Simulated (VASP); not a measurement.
Input of a VASP 6.6.1 run:

File INCAR:

```
SYSTEM = Cu
PREC = Accurate
ENCUT = 520
EDIFF = 1E-7
ISMEAR = 0
SIGMA = 0.1
LREAL = .FALSE.
LASPH = .TRUE.
NELM = 100
ALGO = Fast
ISIF = 2
LWAVE = .FALSE.
LCHARG = .FALSE.
GGA = PE
NBANDS = 24
```

File KPOINTS:

```
Automatic mesh
0
G
  9 9 15
  0 0 0
```

POSCAR

```
Cu
1.0
    4.2141842580      0.0000000000     -0.0137042634
   -2.1070921290      3.6496099209      0.0068521317
   -1.4119944592      0.0000000000      2.1803331560
Cu
3
Direct
    0.3333333333      0.6666666667      0.0000000000
    0.0000000000      0.0000000000      0.0000000000
    0.6666666667      0.3333333333      0.0000000000
```

Potentials or basis: VASP PAW PBE potentials, release 64 (Cu).

Command:

```console
$ cat potpaw_PBE.64/Cu/POTCAR > POTCAR
$ mpirun -np 1 vasp_std > vasp.out
```

Q: Predict the band gap on the k mesh.

A: Zero (an odd number of electrons rules out a gap without spin polarisation).

Q: Predict the pressure.

A: 14.0 GPa.

Stress tensor (GPa, compression positive):
```
20.46  0.00 -0.11
 0.00 20.85  0.00
-0.11  0.00  0.56
```

Caveat: the stress differs along the axes, from 1 to 21 GPa.
